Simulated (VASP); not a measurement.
A run of VASP 6.6.1:

File INCAR:

```
ALGO = Normal
EDIFF = 1E-6
ENCUT = 500
GGA = PE
GGA_COMPAT = False
ISIF = 2
ISMEAR = 0
LASPH = True
LCHARG = False
LMAXMIX = 6
LREAL = False
LWAVE = False
NBANDS = 32
NELM = 200
PREC = Accurate
SIGMA = 0.02
```

KPOINTS

```
k-points
0
Gamma
  6 6 4
```

Contents of POSCAR:

```
KNd2Sb3
1.0
    4.8593910525      0.0000000000      0.0000000000
   -2.4296955262      4.2083560984      0.0000000000
    0.0000000000      0.0000000000     11.0743461712
K Nd Sb
1 2 3
Direct
    0.6666666667      0.3333333333      0.0000000000
    0.3333333333      0.6666666667      0.3321520707
    0.3333333333      0.6666666667      0.6678479293
    0.0000000000      0.0000000000      0.5000000000
    0.0000000000      0.0000000000      0.7904478014
    0.0000000000      0.0000000000      0.2095521986
```

Potentials or basis: VASP PAW PBE potentials, release 64 (K_sv, Nd_3, Sb), 4f in core.

Launch:

```console
$ cat potpaw_PBE.64/K_sv/POTCAR potpaw_PBE.64/Nd_3/POTCAR potpaw_PBE.64/Sb/POTCAR > POTCAR
$ mpirun -np 1 vasp_std > vasp.out
```

Hardware: 1 thread of Intel(R) Xeon(R) Platinum 8375C CPU @ 2.90GHz (Ice Lake), on a shared host.

Task: How long does it take, and how much memory?

Result: Wall time 2.6 min on 1 thread of Intel(R) Xeon(R) Platinum 8375C CPU @ 2.90GHz (Ice Lake), with other jobs on the host, peak memory 0.41 GiB. Counts: scf iterations 14, k points 21.
